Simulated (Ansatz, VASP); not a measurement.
Pt in VASP and in Ansatz

```
Pt
1.0
     2.70829    0.00000    0.00000
    -1.35415    2.34545    0.00000
     0.00000    0.00000    9.35302
Pt
4
Direct
  0.65558 0.31116 0.37500
  0.65558 0.31116 0.87500
  0.34442 0.68884 0.12500
  0.34442 0.68884 0.62500
```

Change from the starting cell: mode 1 frozen in at +0.000 Å and mode 2 at -0.052 Å (largest displacements).

Alike in both runs: task single point; functional LDA; k mesh 18 × 18 × 6; occupations gaussian, width 0.15 eV; no spin polarisation.

|  | VASP | Ansatz |
| --- | --- | --- |
| version | VASP 6.6.1 | Ansatz 0.2.0 |
| potentials or method | VASP PAW LDA potentials, release 64 (Pt), cutoff 520 eV | scalar-relativistic, plane waves, PAW |
| valence electrons in the cell | 40 | 72 |

|  | VASP | Ansatz | Ansatz less VASP |
| --- | --- | --- | --- |
| gap on the k mesh at the Fermi level (eV) | none | none | - |
| pressure (GPa) | 1.0 | 0.2 | -0.80 |
| traceless stress, the component that is largest in VASP (GPa) | 0.72 | 0.53 | -0.182 |
| rms of the force components (eV/Å) | 0.019 | 0.017 | -0.0020 |

Ansatz warns that its potentials were made for another functional, while VASP's fit it. LDA's correlation is that of Perdew and Zunger in VASP and of Perdew and Wang (1992) in Ansatz. Atom by atom the forces differ by 0.002 eV/Å (rms over components). A gap of «none» marks a metal or a gap that the smearing closes. VASP's potentials hold 40 valence electrons a cell and Ansatz's 72, so a difference there can come from the potentials and not from the codes.

Spin-orbit coupling is off throughout.
